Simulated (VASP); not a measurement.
# Ge2Sb2Te (P4/mmm) in VASP: notebook

The runs below take Ge2Sb2Te through single point, with PBE.

Everything below comes from runs of VASP 6.6.1. Logs are shortened: lines on timing, memory, paths and dates and some standing lists are left out, and cuts for length are marked.

## (1) The cell of the first run

It takes space group P4/mmm (No. 123, tetragonal). Conventional cell: a = 4.037 Å, b = 4.037 Å, c = 9.086 Å, α = 90.00°, β = 90.00°, γ = 90.00°. Within 3.3 Å of Ge (site symmetry 4mm) lie 1 Ge at 2.51 Å and 4 Sb at 2.88 Å. Within 3.8 Å of Sb (site symmetry 4mm) lie 4 Ge at 2.88 Å and 1 Te at 2.93 Å and 1 Sb at 3.23 Å. Te (site symmetry 4/mmm) has 2 Sb at 2.93 Å within 3.9 Å.

## (2) Single point, PBE

Input file INCAR:

```
  PREC = Accurate
  ENCUT = 500
  EDIFF = 1E-6
  ISMEAR = 0
  SIGMA = 0.2
  LREAL = False
  LASPH = True
  NELM = 120
  ALGO = Normal
  ISIF = 2
  LWAVE = False
  LCHARG = False
  GGA = PE
  NBANDS = 30
  GGA_COMPAT = False
```

Input file KPOINTS:

```
Automatic mesh
0
Gamma
  4 4 3
```

Input file POSCAR:

```
Ge2Sb2Te
1.0
    4.0370201689      0.0000000000      0.0000000000
    0.0000000000      4.0370201689      0.0000000000
    0.0000000000      0.0000000000      9.0862807524
Ge Sb Te
2 2 1
Direct
    0.0000000000      0.0000000000      0.6383893264
    0.0000000000      0.0000000000      0.3616106736
    0.5000000000      0.5000000000      0.6777800126
    0.5000000000      0.5000000000      0.3222199874
    0.5000000000      0.5000000000      0.0000000000
```

Potentials or basis: VASP PAW PBE potentials, release 64 (Ge_d, Sb, Te).

On the command line:

```
cat potpaw_PBE.64/Ge_d/POTCAR potpaw_PBE.64/Sb/POTCAR potpaw_PBE.64/Te/POTCAR > POTCAR
mpirun -np 1 vasp_std > vasp.out
```

OUTCAR:

```text
PREC = Accurate
   ENCUT = 500
   EDIFF = 1E-6
   ISMEAR = 0
   LREAL = False
   LASPH = True
   NELM = 120
   ISIF = 2
   GGA = PE

 ion  position               nearest neighbor table
   1  0.000  0.000  0.638-   2 2.51   3 2.88   3 2.88   3 2.88   3 2.88
   2  0.000  0.000  0.362-   1 2.51   4 2.88   4 2.88   4 2.88   4 2.88
   3  0.500  0.500  0.678-   1 2.88   1 2.88   1 2.88   1 2.88   5 2.93   4 3.23
   4  0.500  0.500  0.322-   2 2.88   2 2.88   2 2.88   2 2.88   5 2.93   3 3.23
   5  0.500  0.500  0.000-   3 2.93   4 2.93

  LATTYP: Found a simple tetragonal cell.
 ALAT       =     4.0370201689
 C/A-ratio  =     2.2507394990

  Lattice vectors:

 A1 = (   4.0370201689,   0.0000000000,   0.0000000000)
 A2 = (   0.0000000000,   4.0370201689,   0.0000000000)
 A3 = (   0.0000000000,   0.0000000000,   9.0862807524)

Analysis of symmetry for initial positions (statically):
=====================================================================
 Subroutine PRICEL returns:
 Original cell was already a primitive cell.

 Routine SETGRP: Setting up the symmetry group for a
 simple tetragonal supercell.

 Subroutine GETGRP returns: Found 16 space group operations
 (whereof 16 operations were pure point group operations)
 out of a pool of 16 trial point group operations.

The static configuration has the point symmetry D_4h.

Analysis of symmetry for dynamics (positions and initial velocities):
=====================================================================
 Subroutine PRICEL returns:
 Original cell was already a primitive cell.

 Routine SETGRP: Setting up the symmetry group for a
 simple tetragonal supercell.

 Subroutine GETGRP returns: Found 16 space group operations
 (whereof 16 operations were pure point group operations)
 out of a pool of 16 trial point group operations.

The dynamic configuration has the point symmetry D_4h.

 Subroutine INISYM returns: Found 16 space group operations
 (whereof 16 operations are pure point group operations),
 and found     1 'primitive' translations

----------------------------------------------------------------------------------------

                                     Primitive cell

  volume of cell :     148.0839

  direct lattice vectors                    reciprocal lattice vectors
     4.037020169  0.000000000  0.000000000     0.247707457  0.000000000  0.000000000
     0.000000000  4.037020169  0.000000000     0.000000000  0.247707457  0.000000000
     0.000000000  0.000000000  9.086280752     0.000000000  0.000000000  0.110056031

  length of vectors
     4.037020169  4.037020169  9.086280752     0.247707457  0.247707457  0.110056031

  position of ions in fractional coordinates (direct lattice)
     0.000000000  0.000000000  0.638389326
     0.000000000  0.000000000  0.361610674
     0.500000000  0.500000000  0.677780013
     0.500000000  0.500000000  0.322219987
     0.500000000  0.500000000  0.000000000

  ion indices of the primitive-cell ions
   primitive index   ion index
                 1           1
                 2           2
                 3           3
                 4           4
                 5           5

----------------------------------------------------------------------------------------

 KPOINTS: Automatic mesh

Automatic generation of k-mesh.
 Grid dimensions read from file:
 generate k-points for:    4    4    3

 Generating k-lattice:

  Cartesian coordinates                     Fractional coordinates (reciprocal lattice)
     0.061926864  0.000000000  0.000000000     0.250000000  0.000000000  0.000000000
     0.000000000  0.061926864  0.000000000     0.000000000  0.250000000  0.000000000
     0.000000000  0.000000000  0.036685344     0.000000000  0.000000000  0.333333333

  Length of vectors
     0.061926864  0.061926864  0.036685344

  Shift w.r.t. Gamma in fractional coordinates (k-lattice)
     0.000000000  0.000000000  0.000000000

 Subroutine IBZKPT returns following result:
 ===========================================

 Found     12 irreducible k-points:

 Following reciprocal coordinates:
            Coordinates               Weight
  0.000000  0.000000  0.000000      1.000000
  0.250000  0.000000  0.000000      4.000000
  0.500000  0.000000  0.000000      2.000000
  0.250000  0.250000  0.000000      4.000000
  0.500000  0.250000  0.000000      4.000000
  0.500000  0.500000  0.000000      1.000000
  0.000000  0.000000  0.333333      2.000000
  0.250000  0.000000  0.333333      8.000000
  0.500000  0.000000  0.333333      4.000000
  0.250000  0.250000  0.333333      8.000000
  0.500000  0.250000  0.333333      8.000000
  0.500000  0.500000  0.333333      2.000000
   k-points           NKPTS =     12   k-points in BZ     NKDIM =     12   number of bands    NBANDS=     30
   number of dos      NEDOS =    301   number of ions     NIONS =      5
   total plane-waves  NPLWV =  63000
   dimension x,y,z NGX =    30 NGY =   30 NGZ =   70
   dimension x,y,z NGXF=    60 NGYF=   60 NGZF=  140
   ions per type =               2   2   1
   NGX,Y,Z   is equivalent  to a cutoff of  12.35, 12.35, 12.81 a.u.
   NGXF,Y,Z  is equivalent  to a cutoff of  24.71, 24.71, 25.61 a.u.
 SYSTEM =  unknown system
   PREC   = accura    normal or accurate (medium, high low for compatibility)
   ISTART =      0    job   : 0-new  1-cont  2-samecut
   ICHARG =      2    charge: 1-file 2-atom 10-const
   ISPIN  =      1    spin polarized calculation?
   LNONCOLLINEAR =      F non collinear calculations
   LSORBIT =      F    spin-orbit coupling
   LASPH  =      T    aspherical Exc in radial PAW
   ENCUT  =  500.0 eV  36.75 Ry    6.06 a.u.   7.36  7.36 16.57*2*pi/ulx,y,z
   NELM   =    120;   NELMIN=  2; NELMDL= -5     # of ELM steps
   EDIFF  = 0.1E-05   stopping-criterion for ELM
   LREAL  =      F    real-space projection
   EDIFFG = 0.1E-04   stopping-criterion for IOM
   NSW    =      0    number of steps for IOM
   IBRION =     -1    ionic relax: 0-MD 1-quasi-New 2-CG
   NFREE  =      0    steps in history (QN), initial steepest desc. (CG)
   ISIF   =      2    stress and relaxation
   ISYM   =      2    0-nonsym 1-usesym 2-fastsym
   POTIM  = 0.5000    time-step for ionic-motion
   TEBEG  =    0.0;   TEEND  =   0.0 temperature during run
   PSTRESS=    0.0 pullay stress
   NELECT =      44.0000    total number of electrons
   NUPDOWN=      -1.0000    fix difference up-down
   EMIN   =  10.00;   EMAX   =-10.00  energy-range for DOS
   EFERMI =   0.00;   METHOD = LEGACY
   ISMEAR =     0;   SIGMA  =   0.20  broadening in eV -4-tet -1-fermi 0-gaus
   EFERMI_NEDOS =   21; number of points for ismear=-14 and -15
   IALGO  =     38    algorithm
   IMIX   =      4    mixing-type and parameters
     AMIX     =   0.40;   BMIX     =  1.00
     AMIX_MAG =   1.60;   BMIX_MAG =  1.00
  volume/ion in A,a.u.               =      29.62       199.86
  Fermi-wavevector in a.u.,A,eV,Ry     =   1.092420  2.064375 16.236947  1.193382
  Thomas-Fermi vector in A             =   2.228685
   LORBIT       =      0    0 simple, 1 ext, 2 COOP (PROOUT), +10 PAW based schemes
   GGA     = PE    functional components
   LHFCALC =     F    Hartree Fock is set to
   AEXX    =    0.0000 exact exchange contribution
   IVDW    =     0    specifies the selected vdW correction
   LEPSILON=     F    determine dielectric tensor
   LRPA    =     F    only Hartree local field effects (RPA)
 non-spin polarized calculation
 Gauss-broadening in eV      SIGMA  =   0.20
  energy-cutoff  :      500.00
  volume of cell :      148.08
 maximum number of plane-waves:      3801
 NGX is ok and might be reduce to    30
   NGX = 15   NGY = 15   NGZ = 33

 number of electron      43.9999937 magnetization

 Free energy of the ion-electron system (eV)
  ---------------------------------------------------
  ext. energy  EPLUGINS =         0.00000000
  ---------------------------------------------------
  free energy    TOTEN  =       -19.29714599 eV

  energy without entropy =      -19.23391360  energy(sigma->0) =      -19.26552979

 E-fermi :   5.2318     XC(G=0):  -9.2897

 val. band max:        4.7662125391   @ k =   0.2500   0.2500   0.3333
 cond. band min:       5.2364534271   @ k =   0.2500   0.0000   0.3333
 fundamental gap:      0.4702408881
 Fermi energy:         5.2317644227

 k-point     1 :       0.0000    0.0000    0.0000
  band No.  band energies     occupation
      1     -19.3433      2.00000
      2     -19.2852      2.00000
      3     -19.2777      2.00000
      4     -19.2764      2.00000
      5     -19.2749      2.00000
      6     -19.2749      2.00000
[... 22 lines left out ...]
     29      10.4280      0.00000
     30      10.5935      0.00000

 k-point     2 :       0.2500    0.0000    0.0000
  band No.  band energies     occupation
      1     -19.3424      2.00000
      2     -19.2873      2.00000
      3     -19.2783      2.00000
      4     -19.2760      2.00000
      5     -19.2757      2.00000
      6     -19.2748      2.00000
[... 22 lines left out ...]
     29       9.8591      0.00000
     30      10.5292      0.00000

 k-point     3 :       0.5000    0.0000    0.0000
  band No.  band energies     occupation
      1     -19.3415      2.00000
      2     -19.2894      2.00000
      3     -19.2803      2.00000
      4     -19.2768      2.00000
      5     -19.2747      2.00000
      6     -19.2739      2.00000
[... 22 lines left out ...]
     29       8.3946      0.00000
     30      10.2088      0.00000

 k-point     4 :       0.2500    0.2500    0.0000
  band No.  band energies     occupation
      1     -19.3414      2.00000
      2     -19.2894      2.00000
      3     -19.2801      2.00000
      4     -19.2758      2.00000
      5     -19.2757      2.00000
      6     -19.2738      2.00000
[... 220 lines left out ...]
     29       9.8670      0.00000
     30      11.6990      0.00000

 k-point    11 :       0.5000    0.2500    0.3333
  band No.  band energies     occupation
      1     -19.3405      2.00000
      2     -19.2915      2.00000
      3     -19.2820      2.00000
      4     -19.2767      2.00000
      5     -19.2756      2.00000
      6     -19.2718      2.00000
[... 22 lines left out ...]
     29      10.6823      0.00000
     30      11.1300      0.00000

 k-point    12 :       0.5000    0.5000    0.3333
  band No.  band energies     occupation
      1     -19.3395      2.00000
      2     -19.2936      2.00000
      3     -19.2836      2.00000
      4     -19.2765      2.00000
      5     -19.2765      2.00000
      6     -19.2697      2.00000
[... 22 lines left out ...]
     29      11.6572      0.00000
     30      11.9547      0.00000

------------------------ aborting loop because EDIFF is reached ----------------------------------------

  FORCE on cell =-STRESS in cart. coord.  units (eV):
  Direction    XX          YY          ZZ          XY          YZ          ZX
  --------------------------------------------------------------------------------------
  -------------------------------------------------------------------------------------
  Total       -0.6105229     -0.6105229      0.0056918      0.0000000      0.0000000     -0.0000000
  in kB       -6.6054829     -6.6054829      0.0615823      0.0000000      0.0000000     -0.0000000
  external PRESSURE =      -4.3831278 kB  Pullay stress =       0.0000000 kB

 VOLUME and BASIS-vectors are now :
 -----------------------------------------------------------------------------
  energy-cutoff  :      500.00
  volume of cell :      148.08
      direct lattice vectors                 reciprocal lattice vectors
     4.037020169  0.000000000  0.000000000     0.247707457  0.000000000  0.000000000
     0.000000000  4.037020169  0.000000000     0.000000000  0.247707457  0.000000000
     0.000000000  0.000000000  9.086280752     0.000000000  0.000000000  0.110056031

 POSITION                                       TOTAL-FORCE (eV/Angst)
 -----------------------------------------------------------------------------------
      0.00000      0.00000      5.80058         0.000000      0.000000      0.039049
      0.00000      0.00000      3.28570        -0.000000      0.000000     -0.039049
      2.01851      2.01851      6.15850         0.000000     -0.000000     -0.015166
      2.01851      2.01851      2.92778        -0.000000     -0.000000      0.015166
      2.01851      2.01851      0.00000         0.000000     -0.000000      0.000000
 -----------------------------------------------------------------------------------
    total drift:                                0.000000      0.000000      0.000000

  FREE ENERGIE OF THE ION-ELECTRON SYSTEM (eV)
  ---------------------------------------------------
  free  energy   TOTEN  =       -19.2971459884 eV

  energy  without entropy=      -19.2339136006  energy(sigma->0) =      -19.26552979
```

Wall time 41 s (1 thread of Intel Xeon 6975P-C, shared host); peak memory 0.26 GiB.

What came out:

- Free energy: -19.2971 eV
- Pressure: -0.4 GPa
- Largest force: 0.039 eV/Å
- Band gap on the k mesh: zero (band 22 reaches 5.86 eV, above the bottom of band 23 at 3.95 eV)

Forces in eV/Å, atoms in the order of the input:
```
Ge   0.000  0.000  0.039
Ge   0.000  0.000 -0.039
Sb   0.000  0.000 -0.015
Sb   0.000  0.000  0.015
Te   0.000  0.000  0.000
```

Stress tensor (GPa, compression positive):
```
-0.66  0.00  0.00
 0.00 -0.66  0.00
 0.00  0.00  0.01
```

Caveat: the k points lie up to 0.39 Å⁻¹ apart; spin-orbit coupling is left out, which moves the levels of the heavy elements.

## (3) Single point, PBE

This run uses another cell than the first one, of 36.08 Å³/atom, 1.218 times its volume.

Input file INCAR:

```
SYSTEM = Ge2Sb2Te
  PREC = Accurate
  ENCUT = 500
  EDIFF = 1E-6
  ISMEAR = 0
  SIGMA = 0.2
  LREAL = .False.
  LASPH = .True.
  NELM = 120
  ALGO = Normal
  ISIF = 2
  LWAVE = .False.
  LCHARG = .True.
  GGA = PE
  LELF = .True.
  LVHAR = .True.
  NBANDS = 30
  GGA_COMPAT = .False.
```

Input file KPOINTS:

```
regular mesh
0
Gamma
  4 4 3
  0 0 0
```

Input file POSCAR:

```
Ge2Sb2Te
1.0
    5.8006349915      0.0000000000      0.0000000000
    0.0000000000      5.8006349915      0.0000000000
    0.0000000000      0.0000000000      5.3613311290
Ge Sb Te
2 2 1
Direct
    0.5000000000      0.5000000000      0.2428594155
    0.5000000000      0.5000000000      0.7571405845
    0.0000000000      0.5000000000      0.0000000000
    0.5000000000      0.0000000000      0.0000000000
    0.0000000000      0.0000000000      0.0000000000
```

Potentials or basis: VASP PAW PBE potentials, release 64 (Ge_d, Sb, Te).

On the command line:

```
cat potpaw_PBE.64/Ge_d/POTCAR potpaw_PBE.64/Sb/POTCAR potpaw_PBE.64/Te/POTCAR > POTCAR
mpirun -np 1 vasp_std > vasp.out
```

Run time: 54 s. Hardware: 1 thread of Intel Xeon 6975P-C, shared host; peak memory 0.28 GiB.

Results (log left out):

```yaml
Free_energy: -18.1540 eV
Pressure: -0.1 GPa
Largest_force: 0.041 eV/Å
Band_gap_on_the_k_mesh: zero (band 22 reaches 3.65 eV, above the bottom of band 23 at 3.11 eV)
```

Forces in eV/Å, atoms in the order of the input:
```
Ge   0.000  0.000 -0.041
Ge   0.000  0.000  0.041
Sb   0.000  0.000  0.000
Sb   0.000  0.000  0.000
Te   0.000  0.000  0.000
```

Stress tensor (GPa, compression positive):
```
-0.01  0.00  0.00
 0.00 -0.01  0.00
 0.00  0.00 -0.24
```

Levels at points of the mesh, in eV from the Fermi level:
| k point | band 18 | band 19 | band 20 | band 21 | band 22 | band 23 | band 24 | band 25 | band 26 | band 27 |
| --- | --- | --- | --- | --- | --- | --- | --- | --- | --- | --- |
| (0.00, 0.00, 0.00) | -2.82 | -2.51 | -2.51 | -1.86 | 0.14 | 1.66 | 1.66 | 1.98 | 3.45 | 3.45 |
| (0.50, 0.00, 0.00) | -3.24 | -2.31 | -0.91 | -0.75 | 0.19 | 0.20 | 1.41 | 1.77 | 1.90 | 3.53 |
| (0.50, 0.50, 0.00) | -1.26 | -1.26 | -0.80 | -0.80 | 0.05 | 0.41 | 0.41 | 0.50 | 0.73 | 0.82 |

Caveat: the k points lie up to 0.39 Å⁻¹ apart; spin-orbit coupling is left out, which moves the levels of the heavy elements.
